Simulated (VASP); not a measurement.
# Li2H (P6_3/mmc) in VASP: a series of runs

Runs on Li2H. Level: PBE. Tasks: single point.

Everything below comes from runs of VASP 6.6.1. Logs are shortened: lines on timing, memory, paths and dates and some standing lists are left out, and cuts for length are marked.

### Step 1. The cell of the first run

Symmetry: P6_3/mmc, No. 194, hexagonal system. Conventional cell: a = 2.755 Å, b = 2.755 Å, c = 9.343 Å, α = 90.00°, β = 90.00°, γ = 120.00°. Within 2.7 Å of Li (site symmetry 3m) lie 3 H at 2.06 Å and 4 Li at 2.59 to 2.63 Å. H (site symmetry -6m2) has 6 Li at 2.06 Å within 2.7 Å.

### Step 2. Single point, PBE

INCAR reads:

```
PREC     = Accurate       # precision mode
ENCUT    = 520            # plane-wave cutoff, eV
EDIFF    = 1E-6           # SCF threshold, eV
ISMEAR   = 0              # smearing method
SIGMA    = 0.1            # smearing width, eV
LREAL    = F              # projectors in reciprocal space
LASPH    = T              # aspherical terms in the spheres
NELM     = 100            # most SCF steps
ALGO     = Normal         # electronic algorithm
ISIF     = 2              # what is computed and relaxed
LWAVE    = F              # write WAVECAR
LCHARG   = F              # write CHGCAR
GGA      = PE             # functional
NBANDS   = 16             # bands
```

KPOINTS reads:

```
Automatic mesh
0
Gamma
  9 9 2
```

POSCAR reads:

```
Li2H
1.0
    2.7550904300      0.0000000000      0.0000000000
   -1.3775452100      2.3859783000      0.0000000000
    0.0000000000      0.0000000000      9.3431625400
Li H
4 2
Direct
    0.3333333300      0.6666666700      0.3907000100
    0.6666666700      0.3333333300      0.8907000100
    0.3333333300      0.6666666700      0.1092999900
    0.6666666700      0.3333333300      0.6092999900
    0.0000000000      0.0000000000      0.2500000000
    0.0000000000      0.0000000000      0.7500000000
```

Potentials or basis: VASP PAW PBE potentials, release 64 (Li_sv, H).

Launch:

```sh
> cat potpaw_PBE.64/Li_sv/POTCAR potpaw_PBE.64/H/POTCAR > POTCAR
> mpirun -np 1 vasp_std > vasp.out
```

OUTCAR:

```text
PREC = Accurate
   ENCUT = 520
   EDIFF = 1E-6
   ISMEAR = 0
   LREAL = F
   LASPH = T
   NELM = 100
   ISIF = 2
   GGA = PE

 ion  position               nearest neighbor table
   1  0.333  0.667  0.391-   4 2.59   4 2.59   4 2.59
   2  0.667  0.333  0.891-   3 2.59   3 2.59   3 2.59
   3  0.333  0.667  0.109-   2 2.59   2 2.59   2 2.59
   4  0.667  0.333  0.609-   1 2.59   1 2.59   1 2.59
   5  0.000  0.000  0.250-
   6  0.000  0.000  0.750-

  LATTYP: Found a hexagonal cell.
 ALAT       =     2.7550904300
 C/A-ratio  =     3.3912362506

  Lattice vectors:

 A1 = (   2.7550904300,   0.0000000000,   0.0000000000)
 A2 = (  -1.3775452100,   2.3859783000,   0.0000000000)
 A3 = (   0.0000000000,   0.0000000000,   9.3431625400)

Analysis of symmetry for initial positions (statically):
=====================================================================
 Subroutine PRICEL returns:
 Original cell was already a primitive cell.

 Routine SETGRP: Setting up the symmetry group for a
 hexagonal supercell.

 Subroutine GETGRP returns: Found 24 space group operations
 (whereof 12 operations were pure point group operations)
 out of a pool of 24 trial point group operations.

The static configuration has the point symmetry D_3d.
 The point group associated with its full space group is D_6h.

Analysis of symmetry for dynamics (positions and initial velocities):
=====================================================================
 Subroutine PRICEL returns:
 Original cell was already a primitive cell.

 Routine SETGRP: Setting up the symmetry group for a
 hexagonal supercell.

 Subroutine GETGRP returns: Found 24 space group operations
 (whereof 12 operations were pure point group operations)
 out of a pool of 24 trial point group operations.

The dynamic configuration has the point symmetry D_3d.
 The point group associated with its full space group is D_6h.

 Subroutine INISYM returns: Found 24 space group operations
 (whereof 12 operations are pure point group operations),
 and found     1 'primitive' translations

----------------------------------------------------------------------------------------

                                     Primitive cell

  volume of cell :      61.4181

  direct lattice vectors                    reciprocal lattice vectors
     2.755090430  0.000000000  0.000000000     0.362964493  0.209557647  0.000000000
    -1.377545210  2.385978300  0.000000000     0.000000000  0.419115295  0.000000000
     0.000000000  0.000000000  9.343162540     0.000000000  0.000000000  0.107030141

  length of vectors
     2.755090430  2.755090426  9.343162540     0.419115295  0.419115295  0.107030141

  position of ions in fractional coordinates (direct lattice)
     0.333333330  0.666666670  0.390700010
     0.666666670  0.333333330  0.890700010
     0.333333330  0.666666670  0.109299990
     0.666666670  0.333333330  0.609299990
     0.000000000  0.000000000  0.250000000
     0.000000000  0.000000000  0.750000000

  ion indices of the primitive-cell ions
   primitive index   ion index
                 1           1
                 2           2
                 3           3
                 4           4
                 5           5
                 6           6

----------------------------------------------------------------------------------------

 KPOINTS: Automatic mesh

Automatic generation of k-mesh.
 Grid dimensions read from file:
 generate k-points for:    9    9    2

 Generating k-lattice:

  Cartesian coordinates                     Fractional coordinates (reciprocal lattice)
     0.040329388  0.023284183  0.000000000     0.111111111  0.000000000  0.000000000
     0.000000000  0.046568366  0.000000000     0.000000000  0.111111111  0.000000000
     0.000000000  0.000000000  0.053515070     0.000000000  0.000000000  0.500000000

  Length of vectors
     0.046568366  0.046568366  0.053515070

  Shift w.r.t. Gamma in fractional coordinates (k-lattice)
     0.000000000  0.000000000  0.000000000

 Subroutine IBZKPT returns following result:
 ===========================================

 Found     24 irreducible k-points:

 Following reciprocal coordinates:
            Coordinates               Weight
  0.000000  0.000000  0.000000      1.000000
  0.111111  0.000000  0.000000      6.000000
  0.222222 -0.000000  0.000000      6.000000
  0.333333 -0.000000  0.000000      6.000000
  0.444444 -0.000000  0.000000      6.000000
  0.111111  0.111111  0.000000      6.000000
[... 16 lines left out ...]
  0.333333  0.222222  0.500000     12.000000
  0.333333  0.333333  0.500000      2.000000
   k-points           NKPTS =     24   k-points in BZ     NKDIM =     24   number of bands    NBANDS=     16
   number of dos      NEDOS =    301   number of ions     NIONS =      6
   total plane-waves  NPLWV =  28000
   dimension x,y,z NGX =    20 NGY =   20 NGZ =   70
   dimension x,y,z NGXF=    40 NGYF=   40 NGZF=  140
   ions per type =               4   2
   NGX,Y,Z   is equivalent  to a cutoff of  12.07, 12.07, 12.46 a.u.
   NGXF,Y,Z  is equivalent  to a cutoff of  24.14, 24.14, 24.91 a.u.
 SYSTEM =  unknown system
   PREC   = accura    normal or accurate (medium, high low for compatibility)
   ISTART =      0    job   : 0-new  1-cont  2-samecut
   ICHARG =      2    charge: 1-file 2-atom 10-const
   ISPIN  =      1    spin polarized calculation?
   LNONCOLLINEAR =      F non collinear calculations
   LSORBIT =      F    spin-orbit coupling
   LASPH  =      T    aspherical Exc in radial PAW
   ENCUT  =  520.0 eV  38.22 Ry    6.18 a.u.   5.12  5.12 17.37*2*pi/ulx,y,z
   NELM   =    100;   NELMIN=  2; NELMDL= -5     # of ELM steps
   EDIFF  = 0.1E-05   stopping-criterion for ELM
   LREAL  =      F    real-space projection
   EDIFFG = 0.1E-04   stopping-criterion for IOM
   NSW    =      0    number of steps for IOM
   IBRION =     -1    ionic relax: 0-MD 1-quasi-New 2-CG
   NFREE  =      0    steps in history (QN), initial steepest desc. (CG)
   ISIF   =      2    stress and relaxation
   ISYM   =      2    0-nonsym 1-usesym 2-fastsym
   POTIM  = 0.5000    time-step for ionic-motion
   TEBEG  =    0.0;   TEEND  =   0.0 temperature during run
   PSTRESS=    0.0 pullay stress
   NELECT =      14.0000    total number of electrons
   NUPDOWN=      -1.0000    fix difference up-down
   EMIN   =  10.00;   EMAX   =-10.00  energy-range for DOS
   EFERMI =   0.00;   METHOD = LEGACY
   ISMEAR =     0;   SIGMA  =   0.10  broadening in eV -4-tet -1-fermi 0-gaus
   EFERMI_NEDOS =   21; number of points for ismear=-14 and -15
   IALGO  =     38    algorithm
   IMIX   =      4    mixing-type and parameters
     AMIX     =   0.40;   BMIX     =  1.00
     AMIX_MAG =   1.60;   BMIX_MAG =  1.00
  volume/ion in A,a.u.               =      10.24        69.08
  Fermi-wavevector in a.u.,A,eV,Ry     =   1.000043  1.889808 13.607001  1.000086
  Thomas-Fermi vector in A             =   2.132373
   LORBIT       =      0    0 simple, 1 ext, 2 COOP (PROOUT), +10 PAW based schemes
   GGA     = PE    functional components
   LHFCALC =     F    Hartree Fock is set to
   AEXX    =    0.0000 exact exchange contribution
   IVDW    =     0    specifies the selected vdW correction
   LEPSILON=     F    determine dielectric tensor
   LRPA    =     F    only Hartree local field effects (RPA)
 non-spin polarized calculation
 Gauss-broadening in eV      SIGMA  =   0.10
  energy-cutoff  :      520.00
  volume of cell :       61.42
 maximum number of plane-waves:      1672
   NGX = 11   NGY = 11   NGZ = 35

 number of electron      14.0000014 magnetization

 Free energy of the ion-electron system (eV)
  ---------------------------------------------------
  ext. energy  EPLUGINS =         0.00000000
  ---------------------------------------------------
  free energy    TOTEN  =       -15.00687100 eV

  energy without entropy =      -15.00380245  energy(sigma->0) =      -15.00533673

 E-fermi :   2.1373     XC(G=0):  -8.2422

 val. band max:        1.9295385357   @ k =   0.2222   0.1111   0.0000
 cond. band min:       2.2225931398   @ k =   0.4444  -0.0000   0.0000
 fundamental gap:      0.2930546042
 Fermi energy:         2.1372944633

 k-point     1 :       0.0000    0.0000    0.0000
  band No.  band energies     occupation
      1     -44.3198      2.00000
      2     -44.3026      2.00000
      3     -44.2640      2.00000
      4     -44.2469      2.00000
      5      -4.6733      2.00000
      6      -4.4552      2.00000
[... 8 lines left out ...]
     15      17.0274      0.00000
     16      17.8534      0.00000

 k-point     2 :       0.1111    0.0000    0.0000
  band No.  band energies     occupation
      1     -44.3134      2.00000
      2     -44.2965      2.00000
      3     -44.2608      2.00000
      4     -44.2439      2.00000
      5      -4.4460      2.00000
      6      -4.2165      2.00000
[... 8 lines left out ...]
     15      15.9366      0.00000
     16      16.1359      0.00000

 k-point     3 :       0.2222   -0.0000    0.0000
  band No.  band energies     occupation
      1     -44.2970      2.00000
      2     -44.2809      2.00000
      3     -44.2532      2.00000
      4     -44.2369      2.00000
      5      -3.7830      2.00000
      6      -3.5211      2.00000
[... 8 lines left out ...]
     15      13.8039      0.00000
     16      14.3020      0.00000
[... 362 lines left out ...]
 k-point    23 :       0.3333    0.2222    0.5000
  band No.  band energies     occupation
      1     -44.2508      2.00000
      2     -44.2508      2.00000
      3     -44.2315      2.00000
      4     -44.2315      2.00000
      5      -1.0885      2.00000
      6      -1.0885      2.00000
[... 8 lines left out ...]
     15      10.5004      0.00000
     16      10.5004      0.00000

 k-point    24 :       0.3333    0.3333    0.5000
  band No.  band energies     occupation
      1     -44.2462      2.00000
      2     -44.2462      2.00000
      3     -44.2314      2.00000
      4     -44.2314      2.00000
      5      -0.6513      2.00000
      6      -0.6513      2.00000
[... 8 lines left out ...]
     15      10.1975      0.00000
     16      10.1975      0.00000

------------------------ aborting loop because EDIFF is reached ----------------------------------------

  FORCE on cell =-STRESS in cart. coord.  units (eV):
  Direction    XX          YY          ZZ          XY          YZ          ZX
  --------------------------------------------------------------------------------------
  -------------------------------------------------------------------------------------
  Total        0.7683321      0.7683321      2.8651443      0.0000000      0.0000000      0.0000000
  in kB       20.0430272     20.0430272     74.7413319      0.0000000      0.0000000      0.0000000
  external PRESSURE =      38.2757954 kB  Pullay stress =       0.0000000 kB

 VOLUME and BASIS-vectors are now :
 -----------------------------------------------------------------------------
  energy-cutoff  :      520.00
  volume of cell :       61.42
      direct lattice vectors                 reciprocal lattice vectors
     2.755090430  0.000000000  0.000000000     0.362964493  0.209557647  0.000000000
    -1.377545210  2.385978300  0.000000000     0.000000000  0.419115295  0.000000000
     0.000000000  0.000000000  9.343162540     0.000000000  0.000000000  0.107030141

 POSITION                                       TOTAL-FORCE (eV/Angst)
 -----------------------------------------------------------------------------------
     -0.00000      1.59065      3.65037        -0.000000      0.000000     -1.260618
      1.37755      0.79533      8.32195         0.000000     -0.000000     -1.260618
     -0.00000      1.59065      1.02121        -0.000000      0.000000      1.260618
      1.37755      0.79533      5.69279         0.000000     -0.000000      1.260618
      0.00000      0.00000      2.33579        -0.000000      0.000000      0.000000
      0.00000      0.00000      7.00737        -0.000000      0.000000      0.000000
 -----------------------------------------------------------------------------------
    total drift:                                0.000000     -0.000000      0.000000

  FREE ENERGIE OF THE ION-ELECTRON SYSTEM (eV)
  ---------------------------------------------------
  free  energy   TOTEN  =       -15.0068710013 eV

  energy  without entropy=      -15.0038024533  energy(sigma->0) =      -15.00533673
```

Run time: 23 s. Hardware: 1 thread of Intel Xeon Platinum 8259CL at 2.50GHz (Skylake/Cascade Lake), shared host; peak memory 0.17 GiB.

Results:

```
Free energy            : -15.0069 eV
Largest force          : 1.261 eV/Å
Band gap on the k mesh : zero (band 7 reaches 3.83 eV, above the bottom of band 8 at -0.52 eV)
```

Forces in eV/Å, atoms in the order of the input:
```
Li   0.000  0.000 -1.261
Li   0.000  0.000 -1.261
Li   0.000  0.000  1.261
Li   0.000  0.000  1.261
H    0.000  0.000  0.000
H    0.000  0.000  0.000
```

Caveat: the cutoff is under 1.25 times the usual one of these potentials, so pressure, stress and relaxed cells hold a basis-set (Pulay) error; forces of over 1 eV/Å act on the atoms, so gaps and moduli don't describe the material at rest.

### Step 3. Single point, PBE

This run uses another cell than the first one, of 11.62 Å³/atom, 1.135 times its volume.

INCAR reads:

```
ALGO = Normal
EDIFF = 1E-7
ENCUT = 520
GGA = PE
ISIF = 2
ISMEAR = 0
LASPH = True
LCHARG = False
LREAL = False
LWAVE = False
NBANDS = 16
NELM = 100
PREC = Accurate
SIGMA = 0.1
```

KPOINTS reads:

```
k-points
0
Gamma
  9 9 2
```

POSCAR reads:

```
Li2H
1.0
    2.8070274865     -0.0000000029      0.0000000000
   -1.4035137407      2.4309571139      0.0000000000
    0.0000000000      0.0000000000     10.2188052223
Li H
4 2
Direct
    0.3333333333      0.6666666667      0.3723037900
    0.6666666667      0.3333333333      0.8723037900
    0.3333333333      0.6666666667      0.1276962100
    0.6666666667      0.3333333333      0.6276962100
    0.0000000000      0.0000000000      0.2500000000
    0.0000000000      0.0000000000      0.7500000000
```

Potentials or basis: VASP PAW PBE potentials, release 64 (Li_sv, H).

Launch:

```sh
> cat potpaw_PBE.64/Li_sv/POTCAR potpaw_PBE.64/H/POTCAR > POTCAR
> mpirun -np 1 vasp_std > vasp.out
```

OUTCAR:

```text
EDIFF = 1E-7
   ENCUT = 520
   GGA = PE
   ISIF = 2
   ISMEAR = 0
   LASPH = True
   LREAL = False
   NELM = 100
   PREC = Accurate

 ion  position               nearest neighbor table
   1  0.333  0.667  0.372-   3 2.50
   2  0.667  0.333  0.872-   4 2.50
   3  0.333  0.667  0.128-   1 2.50
   4  0.667  0.333  0.628-   2 2.50
   5  0.000  0.000  0.250-
   6  0.000  0.000  0.750-

  LATTYP: Found a hexagonal cell.
 ALAT       =     2.8070274865
 C/A-ratio  =     3.6404364658

  Lattice vectors:

 A1 = (   2.8070274865,  -0.0000000029,   0.0000000000)
 A2 = (  -1.4035137407,   2.4309571139,   0.0000000000)
 A3 = (   0.0000000000,   0.0000000000,  10.2188052223)

Analysis of symmetry for initial positions (statically):
=====================================================================
 Subroutine PRICEL returns:
 Original cell was already a primitive cell.

 Routine SETGRP: Setting up the symmetry group for a
[... 180 lines left out ...]
 val. band max:        1.7786146595   @ k =   0.3333   0.1111   0.0000
 cond. band min:       2.0602706791   @ k =   0.3333  -0.0000   0.0000
 fundamental gap:      0.2816560196
 Fermi energy:         1.9850912783

 k-point     1 :       0.0000    0.0000    0.0000
  band No.  band energies     occupation
      1     -45.0238      2.00000
      2     -45.0150      2.00000
      3     -44.9964      2.00000
      4     -44.9878      2.00000
      5      -5.2786      2.00000
      6      -5.1584      2.00000
[... 433 lines left out ...]
      3     -44.9577      2.00000
      4     -44.9577      2.00000
      5      -1.5742      2.00000
      6      -1.5742      2.00000
[... 8 lines left out ...]
     15       8.9532      0.00000
     16       8.9532      0.00000

------------------------ aborting loop because EDIFF is reached ----------------------------------------

  FORCE on cell =-STRESS in cart. coord.  units (eV):
  Direction    XX          YY          ZZ          XY          YZ          ZX
  --------------------------------------------------------------------------------------
  -------------------------------------------------------------------------------------
  Total       -0.0423985     -0.0423985     -0.0155820     -0.0000000      0.0000000      0.0000000
  in kB       -0.9741757     -0.9741757     -0.3580230     -0.0000000      0.0000000      0.0000000
  external PRESSURE =      -0.7687915 kB  Pullay stress =       0.0000000 kB

 VOLUME and BASIS-vectors are now :
 -----------------------------------------------------------------------------
  energy-cutoff  :      520.00
  volume of cell :       69.73
      direct lattice vectors                 reciprocal lattice vectors
     2.807027487 -0.000000003  0.000000000     0.356248738  0.205680304  0.000000000
    -1.403513741  2.430957114  0.000000000     0.000000000  0.411360610  0.000000000
     0.000000000  0.000000000 10.218805222     0.000000000  0.000000000  0.097858798

 POSITION                                       TOTAL-FORCE (eV/Angst)
 -----------------------------------------------------------------------------------
      0.00000      1.62064      3.80450         0.000000     -0.000000     -0.004161
      1.40351      0.81032      8.91390        -0.000000      0.000000     -0.004161
      0.00000      1.62064      1.30490         0.000000     -0.000000      0.004161
      1.40351      0.81032      6.41431        -0.000000      0.000000      0.004161
      0.00000      0.00000      2.55470         0.000000     -0.000000     -0.000000
      0.00000      0.00000      7.66410         0.000000     -0.000000     -0.000000
 -----------------------------------------------------------------------------------
    total drift:                                0.000000     -0.000000      0.000000

  FREE ENERGIE OF THE ION-ELECTRON SYSTEM (eV)
  ---------------------------------------------------
  free  energy   TOTEN  =       -15.5633070709 eV

  energy  without entropy=      -15.5602651075  energy(sigma->0) =      -15.56178609
```

It took 30 s on 1 thread of Intel Xeon Platinum 8259CL at 2.50GHz (Skylake/Cascade Lake), shared host; peak memory 0.19 GiB.

Results:

- Free energy: -15.5633 eV
- Largest force: 0.004 eV/Å
- Band gap on the k mesh: zero (band 7 reaches 3.30 eV, above the bottom of band 8 at -0.81 eV)

Forces on the atoms (eV/Å):
```
Li   0.000  0.000 -0.004
Li   0.000  0.000 -0.004
Li   0.000  0.000  0.004
Li   0.000  0.000  0.004
H    0.000  0.000  0.000
H    0.000  0.000  0.000
```

Caveat: the cutoff is under 1.25 times the usual one of these potentials, so pressure, stress and relaxed cells hold a basis-set (Pulay) error.
